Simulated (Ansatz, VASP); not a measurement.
# One calculation of SrMg, two programs

```
CELL_PARAMETERS angstrom
3.95850 0.00000 0.00000
0.00000 3.95850 0.00000
0.00000 0.00000 3.90000
ATOMIC_POSITIONS crystal
Sr 0.50000 0.50000 0.50000
Mg 0.00000 0.00000 0.00000
```

Change from the starting cell: strain +0.015 along x and y, +0.000 along z, atoms carried along.

Alike in both runs: task single point; functional LDA; k mesh 12 × 12 × 12; occupations gaussian, width 0.15 eV; no spin polarisation.

|  | VASP | Ansatz |
| --- | --- | --- |
| version | VASP 6.6.1 | Ansatz 0.2.0 |
| potentials or method | VASP PAW LDA potentials, release 64 (Sr_sv, Mg), cutoff 520 eV | scalar-relativistic, plane waves, PAW |
| valence electrons in the cell | 12 | 20 |

VASP gave:

- gap on the k mesh at the Fermi level (eV): none
- pressure (GPa): 2.3
- traceless stress, the component that is largest in VASP (GPa): 0.10

**Question.** Estimate Ansatz's values.

**Answer.** gap on the k mesh at the Fermi level (eV): none; pressure (GPa): 2.4; traceless stress, the component that is largest in VASP (GPa): 0.09.

LDA's correlation is that of Perdew and Zunger in VASP and of Perdew and Wang (1992) in Ansatz. A gap of «none» marks a metal or a gap that the smearing closes. VASP's potentials hold 12 valence electrons a cell and Ansatz's 20, so a difference there can come from the potentials and not from the codes.
